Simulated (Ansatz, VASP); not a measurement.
# One calculation of Y, two programs

File INCAR:

```
ALGO = Normal
EDIFF = 1E-6
ENCUT = 520
GGA = PE
ISIF = 2
ISMEAR = -1
LASPH = T
LCHARG = F
LREAL = F
LWAVE = F
NBANDS = 12
NELM = 100
PREC = Accurate
SIGMA = 0.1
```

Contents of KPOINTS:

```
k-points
0
Gamma
  11 11 11
```

The input POSCAR:

```
Y
1.0
    3.3151371572      0.0000000000      0.0000000000
    0.0000000000      3.3151371572      0.0000000000
    0.0000000000      0.0000000000      3.3151371572
Y
1
Direct
    0.0000000000      0.0000000000      0.0000000000
```

Input for Ansatz:

```yaml
crystal:
  lattice:
    - [3.3151371572, 0.0, 0.0]
    - [0.0, 3.3151371572, 0.0]
    - [0.0, 0.0, 3.3151371572]
  atoms:
    - { symbol: "Y", position: [0.0, 0.0, 0.0] }
hamiltonian:
  xc: pbe
  pseudopotentials:
    kind: paw
    azcp:
      "Y": "pseudopotentials/Y.paw.azcp"
basis:
  ecutwfc: 420
  fft_grid_basis: typed
kpoints:
  mp_grid: { grid: [11, 11, 11], shift: [0, 0, 0] }
magnetization:
  spin_polarized: false
scf:
  occupations: { method: fermi_dirac, width: 0.1 }
  lower_state_search: "off"
output:
  stress: true
```

Alike in both runs: task single point; functional PBE; k mesh 11 × 11 × 11; occupations fermi-dirac, width 0.1 eV; no spin polarisation.

|  | VASP | Ansatz |
| --- | --- | --- |
| version | VASP 6.6.1 | Ansatz 0.2.0 |
| potentials or method | VASP PAW PBE potentials, release 64 (Y_sv), cutoff 520 eV | plane waves (420 eV) with PAW, scalar-relativistic |
| valence electrons in the cell | 11 | 11 |

```tsv
	VASP	Ansatz	Ansatz less VASP
pressure (GPa)	-1.1	-1.1	+0.05
```

With one functional, cell and mesh, what is left measures potentials, basis and numerics.
